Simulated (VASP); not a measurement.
# Si4O7 (a cell with a defect) in VASP: a series of runs

The runs below take Si4O7 (a cell with a defect) through single point, with PBE.

Program: VASP 6.6.1. These are calculated values, not measurements. Logs are shortened: lines on timing, memory, paths and dates and some standing lists are left out, and cuts for length are marked.

### Step 1. The cell of the first run

The cell holds a defect, 11 atoms: a = 5.018 Å, b = 5.018 Å, c = 5.018 Å, α = 106.70°, β = 106.70°, γ = 115.16°.

### Step 2. Single point, PBE

INCAR reads:

```
SYSTEM = Si4O7
PREC = Accurate ; ENCUT = 520
EDIFF = 1E-7 ; ISMEAR = 0
SIGMA = 0.05 ; LREAL = .FALSE.
LASPH = .TRUE. ; NELM = 60
ALGO = Normal ; ISIF = 2
LWAVE = .FALSE. ; LCHARG = .FALSE.
GGA = PE ; NBANDS = 40
```

KPOINTS reads:

```
Automatic mesh
0
G
  6 6 6
  0 0 0
```

POSCAR reads:

```
Si4O7
1.0
    0.0000000000      4.2357990674     -2.6899428419
    0.0000000000     -4.2357990674     -2.6899428419
   -4.2357990674      0.0000000000      2.6899428419
Si O
4 7
Direct
    0.2500000000      0.7500000000      0.5000000000
    0.7500000000      0.2500000000      0.5000000000
    0.0000000000      0.0000000000      1.0000000000
    0.5000000000      0.5000000000      1.0000000000
    1.0000000000      0.3069827092      0.3069827092
    0.5569827092      0.7500000000      0.8069827092
    0.0569827092      0.2500000000      0.8069827092
    0.0000000000      0.6930172908      0.6930172908
    0.4373990506      0.0965086454      0.5339076960
    0.9430172908      0.7500000000      0.1930172908
    0.4430172908      0.2500000000      0.1930172908
```

Potentials or basis: VASP PAW PBE potentials, release 64 (Si, O).

Started as:

```sh
$ cat potpaw_PBE.64/Si/POTCAR potpaw_PBE.64/O/POTCAR > POTCAR
$ mpirun -np 1 vasp_std > vasp.out
```

OUTCAR:

```text
SYSTEM = Si4O7
   PREC = Accurate
   ENCUT = 520
   EDIFF = 1E-7
   ISMEAR = 0
   LREAL = .FALSE.
   LASPH = .TRUE.
   NELM = 60
   ISIF = 2
   GGA = PE

 ion  position               nearest neighbor table
   1  0.250  0.750  0.500-   9 1.51   8 1.77   5 1.77   6 1.84  10 1.84   2 2.69   2 2.69
   2  0.750  0.250  0.500-   9 1.51   8 1.77   5 1.77   7 1.84  11 1.84   1 2.69   1 2.69
   3  0.000  0.000  0.000-   6 1.77   7 1.77  10 1.77  11 1.77   5 1.84   8 1.84   4 2.69   4 2.69

   4  0.500  0.500  0.000-   6 1.77   7 1.77  10 1.77  11 1.77   9 2.45   3 2.69   3 2.69
   5  0.000  0.307  0.307-   1 1.77   2 1.77   3 1.84
   6  0.557  0.750  0.807-   3 1.77   4 1.77   1 1.84
   7  0.057  0.250  0.807-   3 1.77   4 1.77   2 1.84
   8  0.000  0.693  0.693-   1 1.77   2 1.77   3 1.84
   9  0.437  0.097  0.534-   1 1.51   2 1.51   4 2.45
  10  0.943  0.750  0.193-   3 1.77   4 1.77   1 1.84
  11  0.443  0.250  0.193-   3 1.77   4 1.77   2 1.84

  LATTYP: Found a body centered tetragonal cell.
 ALAT       =     5.9903244886
 C/A-ratio  =     0.8980958701

  Lattice vectors:

 A1 = (   0.0000000000,   4.2357990674,  -2.6899428419)
 A2 = (   0.0000000000,  -4.2357990674,  -2.6899428419)
 A3 = (  -4.2357990674,   0.0000000000,   2.6899428419)

Analysis of symmetry for initial positions (statically):
=====================================================================
 Subroutine PRICEL returns:
 Original cell was already a primitive cell.

 Routine SETGRP: Setting up the symmetry group for a
 body centered tetragonal supercell.

 Subroutine GETGRP returns: Found  2 space group operations
 (whereof  2 operations were pure point group operations)
 out of a pool of 16 trial point group operations.

The static configuration has the point symmetry C_1h.

Analysis of symmetry for dynamics (positions and initial velocities):
=====================================================================
 Subroutine PRICEL returns:
 Original cell was already a primitive cell.

 Routine SETGRP: Setting up the symmetry group for a
 body centered tetragonal supercell.

 Subroutine GETGRP returns: Found  2 space group operations
 (whereof  2 operations were pure point group operations)
 out of a pool of 16 trial point group operations.

The dynamic configuration has the point symmetry C_1h.

[... 118 lines left out ...]
   EDIFFG = 0.1E-05   stopping-criterion for IOM
   NSW    =      0    number of steps for IOM
   IBRION =     -1    ionic relax: 0-MD 1-quasi-New 2-CG
   NFREE  =      0    steps in history (QN), initial steepest desc. (CG)
   ISIF   =      2    stress and relaxation
   ISYM   =      2    0-nonsym 1-usesym 2-fastsym
   POTIM  = 0.5000    time-step for ionic-motion
   TEBEG  =    0.0;   TEEND  =   0.0 temperature during run
   PSTRESS=    0.0 pullay stress
   NELECT =      58.0000    total number of electrons
   NUPDOWN=      -1.0000    fix difference up-down
   EMIN   =  10.00;   EMAX   =-10.00  energy-range for DOS
   EFERMI =   0.00;   METHOD = LEGACY
   ISMEAR =     0;   SIGMA  =   0.05  broadening in eV -4-tet -1-fermi 0-gaus
   EFERMI_NEDOS =   21; number of points for ismear=-14 and -15
   IALGO  =     38    algorithm
   IMIX   =      4    mixing-type and parameters
     AMIX     =   0.40;   BMIX     =  1.00
     AMIX_MAG =   1.60;   BMIX_MAG =  1.00
  volume/ion in A,a.u.               =       8.78        59.22
  Fermi-wavevector in a.u.,A,eV,Ry     =   1.381453  2.610568 25.965543  1.908414
  Thomas-Fermi vector in A             =   2.506236
   LORBIT       =      0    0 simple, 1 ext, 2 COOP (PROOUT), +10 PAW based schemes
   GGA     = PE    functional components
   LHFCALC =     F    Hartree Fock is set to
   AEXX    =    0.0000 exact exchange contribution
   IVDW    =     0    specifies the selected vdW correction
   LEPSILON=     F    determine dielectric tensor
   LRPA    =     F    only Hartree local field effects (RPA)
 non-spin polarized calculation
 Gauss-broadening in eV      SIGMA  =   0.05
  energy-cutoff  :      520.00
  volume of cell :       96.53
 maximum number of plane-waves:      2644
 NGX is ok and might be reduce to    40
   NGX = 19   NGY = 19   NGZ = 19

 number of electron      58.0000014 magnetization

 Free energy of the ion-electron system (eV)
  ---------------------------------------------------
  ext. energy  EPLUGINS =         0.00000000
  ---------------------------------------------------
  free energy    TOTEN  =       -77.23899571 eV

  energy without entropy =      -77.23899571  energy(sigma->0) =      -77.23899571

 E-fermi :  10.7374     XC(G=0): -11.6905

 val. band max:       10.4555563295   @ k =  -0.3333  -0.3333   0.3333
 cond. band min:      11.4027053678   @ k =  -0.1667   0.1667   0.1667
 fundamental gap:      0.9471490383
 Fermi energy:        10.7373863623

 k-point     1 :       0.0000    0.0000    0.0000
  band No.  band energies     occupation
      1     -15.2992      2.00000
      2     -13.3625      2.00000
      3     -12.3438      2.00000
      4     -11.8809      2.00000
      5     -11.6118      2.00000
      6     -11.4419      2.00000
[... 1021 lines left out ...]
     39      17.8928      0.00000
     40      18.4789      0.00000

 [... further k-points ...]
[... 5 lines left out ...]
  --------------------------------------------------------------------------------------
  -------------------------------------------------------------------------------------
  Total        5.2886193      5.7079404     20.0528918     -1.6583754      0.0000000      0.0000000
  in kB       87.7827415     94.7428112    332.8463858    -27.5264168      0.0000000      0.0000000
  external PRESSURE =     171.7906462 kB  Pullay stress =       0.0000000 kB

 VOLUME and BASIS-vectors are now :
 -----------------------------------------------------------------------------
  energy-cutoff  :      520.00
  volume of cell :       96.53
      direct lattice vectors                 reciprocal lattice vectors
     0.000000000  4.235799067 -2.689942842    -0.118041482  0.118041482 -0.185877556
     0.000000000 -4.235799067 -2.689942842    -0.118041482 -0.118041482 -0.185877556
    -4.235799067  0.000000000  2.689942842    -0.236082964  0.000000000  0.000000000

 POSITION                                       TOTAL-FORCE (eV/Angst)
 -----------------------------------------------------------------------------------
     -2.11790     -2.11790     -1.34497         2.606860      4.124845      5.284087
     -2.11790      2.11790     -1.34497         2.606860      4.124845     -5.284087
      0.00000      0.00000      0.00000        -0.377995      0.022328     -0.000000
      0.00000      0.00000     -2.68994        -3.407800     -3.017002      0.000000
     -1.30032     -1.30032      0.00000         0.184169      0.142599     -0.000000
     -3.41822     -0.81758     -1.34497         1.050608     -0.272729     -0.701454
     -3.41822     -0.81758      1.34497         1.050608     -0.272729      0.701454
     -2.93548     -2.93548      0.00000        -0.132180     -0.096907     -0.000000
     -2.26153      1.44394     -0.00000        -8.788419     -4.974106     -0.000000
     -0.81758      0.81758     -4.03491         2.603645      0.109427      1.843204
     -0.81758      0.81758     -1.34497         2.603645      0.109427     -1.843204
 -----------------------------------------------------------------------------------
    total drift:                               -0.000032     -0.000125     -0.000001

  FREE ENERGIE OF THE ION-ELECTRON SYSTEM (eV)
  ---------------------------------------------------
  free  energy   TOTEN  =       -77.2389957132 eV

  energy  without entropy=      -77.2389957132  energy(sigma->0) =      -77.23899571
```

OSZICAR:

```text
N       E                     dE             d eps       ncg     rms          rms(c)
DAV:   1     0.298362705598E+03    0.29836E+03   -0.32080E+04  5456   0.139E+03
DAV:   2    -0.691673347669E+02   -0.36753E+03   -0.35812E+03  6608   0.309E+02
DAV:   3    -0.863201437034E+02   -0.17153E+02   -0.17067E+02  7008   0.685E+01
DAV:   4    -0.864591771349E+02   -0.13903E+00   -0.13893E+00  6864   0.684E+00
DAV:   5    -0.864604341220E+02   -0.12570E-02   -0.12569E-02  6912   0.628E-01    0.246E+01
DAV:   6    -0.771897378893E+02    0.92707E+01   -0.33441E+01  6336   0.302E+01    0.118E+01
DAV:   7    -0.772266908272E+02   -0.36953E-01   -0.12939E+00  6584   0.578E+00    0.418E+00
DAV:   8    -0.772286203229E+02   -0.19295E-02   -0.63366E-02  6880   0.171E+00    0.175E+00
DAV:   9    -0.772382735753E+02   -0.96533E-02   -0.22123E-02  6640   0.107E+00    0.314E-01
DAV:  10    -0.772388508492E+02   -0.57727E-03   -0.32153E-03  6720   0.343E-01    0.198E-01
DAV:  11    -0.772389543278E+02   -0.10348E-03   -0.36262E-04  6856   0.158E-01    0.876E-02
DAV:  12    -0.772389898238E+02   -0.35496E-04   -0.96699E-05  6616   0.589E-02    0.245E-02
DAV:  13    -0.772389956866E+02   -0.58628E-05   -0.17529E-05  6744   0.263E-02    0.556E-03
DAV:  14    -0.772389955207E+02    0.16591E-06   -0.15316E-06  7272   0.108E-02    0.250E-03
DAV:  15    -0.772389957364E+02   -0.21569E-06   -0.79646E-07  6536   0.536E-03    0.204E-03
DAV:  16    -0.772389957132E+02    0.23198E-07   -0.52476E-08  4352   0.204E-03
   1 F= -.77238996E+02 E0= -.77238996E+02  d E =-.415962E-17
```

stdout:

```text
POSCAR found type information on POSCAR SiO
 POSCAR found :  2 types and      11 ions
 scaLAPACK will be used
 LDA part: xc-table for (Slater+PW92), standard interpolation
 POSCAR, INCAR and KPOINTS ok, starting setup
 FFT: planning ... GRIDC
 FFT: planning ... GRID_SOFT
 FFT: planning ... GRID
 WAVECAR not read
 entering main loop
```

It took 9.6 min on 1 thread of Intel Xeon 8259CL, shared host; peak memory 0.35 GiB.

Results:

```yaml
Free_energy: -77.2390 eV
Pressure: 17.2 GPa
Largest_force: 10.098 eV/Å
Band_gap_on_the_k_mesh: 0.95 eV
```

Forces on the atoms (eV/Å):
```
Si   2.607  4.125  5.284
Si   2.607  4.125 -5.284
Si  -0.378  0.022  0.000
Si  -3.408 -3.017  0.000
O    0.184  0.143  0.000
O    1.051 -0.273 -0.701
O    1.051 -0.273  0.701
O   -0.132 -0.097  0.000
O   -8.788 -4.974  0.000
O    2.604  0.109  1.843
O    2.604  0.109 -1.843
```

Stress tensor (GPa, compression positive):
```
 8.78 -2.75  0.00
-2.75  9.47  0.00
 0.00  0.00 33.28
```

Levels at points of the mesh, in eV from the valence-band top:
```
           k point  band 25  band 26  band 27  band 28  band 29  band 30  band 31  band 32  band 33  band 34
(0.00, 0.00, 0.00)    -5.34    -4.91    -4.49    -3.94    -2.28     1.13     2.71     3.08     3.38     4.93
(0.50, 0.00, 0.00)    -5.46    -5.40    -5.04    -4.38    -0.32     1.65     2.17     3.89     4.08     4.82
(0.50, 0.00, 0.50)    -5.83    -4.96    -4.61    -4.45    -0.36     1.19     1.95     3.83     4.76     5.22
(0.50, 0.50, 0.00)    -5.70    -5.17    -4.91    -4.87    -0.96     1.22     3.87     3.93     4.26     4.73
(0.00, 0.00, 0.50)    -5.81    -5.15    -5.10    -4.83    -0.66     1.29     3.12     3.68     4.43     4.50
(0.50, 0.50, 0.50)    -5.97    -5.90    -5.69    -5.31    -0.03     1.48     2.57     3.08     4.43     4.79
```

Caveat: the cell differs from its parent crystal (atoms taken out, atom 9 moved 0.250 of the way to it and -0.375 Å across, host rigid).

### Step 3. Single point, PBE

INCAR reads:

```
  PREC = Accurate
  ENCUT = 520
  EDIFF = 1E-7
  ISMEAR = 0
  SIGMA = 0.05
  LREAL = F
  LASPH = T
  NELM = 60
  ALGO = Normal
  ISIF = 2
  LWAVE = F
  LCHARG = F
  GGA = PE
  NBANDS = 40
```

KPOINTS reads:

```
Automatic mesh
0
Gamma
  6 6 6
```

Changes to POSCAR since step 2:

```diff
@@ -16,3 +16,3 @@
     0.0000000000      0.6930172908      0.6930172908
-    0.4373990506      0.0965086454      0.5339076960
+    0.4582660338      0.0482543227      0.5065203565
     0.9430172908      0.7500000000      0.1930172908
```

Potentials or basis: VASP PAW PBE potentials, release 64 (Si, O).

Started as:

```sh
$ cat potpaw_PBE.64/Si/POTCAR potpaw_PBE.64/O/POTCAR > POTCAR
$ mpirun -np 1 vasp_std > vasp.out
```

Wall time 4.2 min (1 thread of Intel Xeon Platinum 8488C (Sapphire Rapids), shared host); peak memory 0.34 GiB.

It converged, with:

```yaml
Free_energy: -74.4949 eV
Pressure: 31.6 GPa
Largest_force: 14.725 eV/Å
Band_gap_on_the_k_mesh: 0.12 eV
```

Forces in eV/Å, atoms in the order of the input:
```
Si    1.860   4.702  13.830
Si    1.860   4.702 -13.830
Si   -0.335   0.071   0.000
Si   -3.012  -2.373   0.000
O     0.107   0.143   0.000
O     1.357  -0.493  -0.977
O     1.357  -0.493   0.977
O    -0.119  -0.081   0.000
O    -6.247  -6.428   0.000
O     1.587   0.125   1.040
O     1.587   0.125  -1.040
```

Stress tensor (GPa, compression positive):
```
 9.71 -2.95  0.00
-2.95 12.17  0.00
 0.00  0.00 72.82
```

Levels at points of the mesh, in eV from the valence-band top:
```tsv
k point	band 25	band 26	band 27	band 28	band 29	band 30	band 31	band 32	band 33	band 34
(0.00, 0.00, 0.00)	-5.85	-5.26	-4.94	-4.40	-2.10	0.32	2.33	2.69	3.50	5.01
(0.50, 0.00, 0.00)	-6.31	-5.86	-5.42	-4.78	-0.34	0.99	1.79	3.02	3.83	4.51
(0.50, 0.00, 0.50)	-6.16	-5.59	-5.04	-4.91	-0.28	0.71	1.48	2.97	4.12	5.41
(0.50, 0.50, 0.00)	-6.14	-5.54	-5.38	-5.32	-0.74	0.48	3.63	3.67	3.95	4.58
(0.00, 0.00, 0.50)	-6.17	-5.54	-5.48	-5.25	-0.57	0.42	3.29	3.54	4.05	4.25
(0.50, 0.50, 0.50)	-6.46	-6.28	-5.95	-5.73	-0.21	1.16	2.31	2.97	4.10	4.75
```

Caveat: the cell differs from its parent crystal (atoms taken out, atom 9 moved 0.375 of the way to it and -0.250 Å across, host rigid).

### Step 4. Single point, PBE

INCAR reads:

```
SYSTEM = Si4O7
PREC = Accurate
ENCUT = 520
EDIFF = 1E-7
ISMEAR = 0
SIGMA = 0.05
LREAL = .False.
LASPH = .True.
NELM = 100
ALGO = Normal
ISIF = 2
LWAVE = .False.
LCHARG = .False.
GGA = PE
NBANDS = 40
```

KPOINTS reads:

```
Automatic mesh
0
Gamma
  6 6 6
  0 0 0
```

Changes to POSCAR since step 3:

```diff
@@ -16,3 +16,3 @@
     0.0000000000      0.6930172908      0.6930172908
-    0.4582660338      0.0482543227      0.5065203565
+    0.4165320675      0.2412716135      0.6578036810
     0.9430172908      0.7500000000      0.1930172908
```

Started as:

```sh
$ cat potpaw_PBE.64/Si/POTCAR potpaw_PBE.64/O/POTCAR > POTCAR
$ mpirun -np 1 vasp_std > vasp.out
```

It took 4.3 min on 1 thread of Intel Xeon Platinum 8488C (Sapphire Rapids), shared host; peak memory 0.33 GiB.

It converged, with:

```yaml
Free_energy: -79.3472 eV
Pressure: 2.9 GPa
Largest_force: 7.709 eV/Å
Band_gap_on_the_k_mesh: 1.94 eV
```

Forces on the atoms (eV/Å):
```
Si  -0.201 -0.835 -1.691
Si  -0.201 -0.835  1.691
Si  -0.053 -0.251  0.000
Si  -0.454 -0.166  0.000
O    0.462 -0.213  0.000
O   -0.859 -2.469 -1.919
O   -0.859 -2.469  1.919
O   -0.137 -0.054  0.000
O    1.259  7.605  0.000
O    0.521 -0.157  0.585
O    0.521 -0.157 -0.585
```

Stress tensor (GPa, compression positive):
```
 7.54  3.02  0.00
 3.02  1.87  0.00
 0.00  0.00 -0.68
```

Levels at points of the mesh, in eV from the valence-band top:
```csv
k point,band 26,band 27,band 28,band 29,band 30,band 31,band 32,band 33
"(0.00, 0.00, 0.00)",-2.35,-1.97,-1.75,-1.29,3.52,3.88,4.64,6.12
"(0.50, 0.00, 0.00)",-2.62,-2.24,-1.69,-0.04,3.29,3.38,6.22,6.41
"(0.50, 0.00, 0.50)",-2.44,-2.19,-2.01,-0.41,1.94,4.01,6.46,7.02
"(0.50, 0.50, 0.00)",-2.51,-1.96,-1.79,-0.56,2.82,4.79,5.96,6.61
"(0.00, 0.00, 0.50)",-2.65,-2.19,-1.89,-0.43,2.45,4.66,6.40,6.58
"(0.50, 0.50, 0.50)",-3.44,-2.78,-2.48,-0.10,2.74,3.98,6.07,6.51
```

Caveat: the cell differs from its parent crystal (atoms taken out, atom 9 moved -0.125 of the way to it and -0.500 Å across, host rigid).

### Step 5. Overview

| cell | gap on the mesh (eV) | pressure (GPa) | largest force (eV/Å) |
| --- | --- | --- | --- |
| as given, atomic positions A | 0.95 | 17.2 | 10.10 |
| as given, atomic positions B | 0.12 | 31.6 | 14.73 |
| as given, atomic positions C | 1.94 | 2.9 | 7.71 |

Alike in all rows: task single point; level PBE; potentials or basis VASP PAW PBE potentials, release 64 (Si, O); no spin polarisation; k mesh 6 × 6 × 6; cutoff (eV) 520; smearing gaussian 0.05 eV.

Total energies depend on the potentials used, so only differences within one code and one set of settings carry meaning.
